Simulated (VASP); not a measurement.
A run of VASP 6.6.1:

The input INCAR:

```
ALGO     = Normal         # electronic algorithm
EDIFF    = 1E-7           # SCF threshold, eV
ENCUT    = 520            # plane-wave cutoff, eV
GGA      = PE             # functional
ISIF     = 2              # what is computed and relaxed
ISMEAR   = -1             # smearing method
LASPH    = T              # aspherical terms in the spheres
LCHARG   = F              # write CHGCAR
LREAL    = F              # projectors in reciprocal space
LWAVE    = F              # write WAVECAR
NBANDS   = 20             # bands
NELM     = 80             # most SCF steps
PREC     = Accurate       # precision mode
SIGMA    = 0.06122561905347299 # smearing width, eV
```

The input KPOINTS:

```
k-points
0
Gamma
  19 19 19
```

Contents of POSCAR:

```
Mn
1.0
    0.0000000000      2.5085941875      2.5085941875
    2.5085941875      0.0000000000      2.5085941875
    2.5085941875      2.5085941875      0.0000000000
Mn
2
Direct
    0.0000000000      0.0000000000      0.0000000000
    0.2500000000      0.2500000000      0.2500000000
```

Potentials or basis: VASP PAW PBE potentials, release 64 (Mn_pv).

Launch:

```console
$ cat potpaw_PBE.64/Mn_pv/POTCAR > POTCAR
$ mpirun -np 1 vasp_std > vasp.out
```

Hardware: 1 thread of AMD EPYC 7R13 (shared host).

Task: How long does it take, and how much memory?

Result: Run time: 100 s on 1 thread of AMD EPYC 7R13 (shared host), peak memory 0.21 GiB. Counts: scf iterations 14, k points 220.
